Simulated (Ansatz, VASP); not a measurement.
**Two plane-wave programs on Mo**

```
Mo
1.0
    -1.55618    1.55618    1.55618
     1.55618   -1.55618    1.55618
     1.55618    1.55618   -1.55618
Mo
1
Direct
  0.00000 0.00000 0.00000
```

Alike in both runs: task relaxation of cell and atoms; functional LDA; k mesh 16 × 16 × 16; occupations gaussian, width 0.1 eV; no spin polarisation.

|  | VASP | Ansatz |
| --- | --- | --- |
| version | VASP 6.6.1 | Ansatz 0.2.0 |
| potentials or method | VASP PAW LDA potentials, release 64 (Mo_sv), cutoff 500 eV | scalar-relativistic, plane waves, PAW |
| valence electrons in the cell | 14 | 14 |

|  | VASP | Ansatz | Ansatz less VASP |
| --- | --- | --- | --- |
| gap on the k mesh at the Fermi level, each at its own relaxed structure (eV) | none | none | - |
| relaxed volume (Å³/atom) | 15.11 | 15.05 | -0.060 |
| relaxed cell length with the largest relative difference (Å) | 2.698 | 2.694 | -0.0036 |

Ansatz warns that its potentials were made for another functional, while VASP's fit it. LDA's correlation is that of Perdew and Zunger in VASP and of Perdew and Wang (1992) in Ansatz. A gap of «none» marks a metal or a gap that the smearing closes.
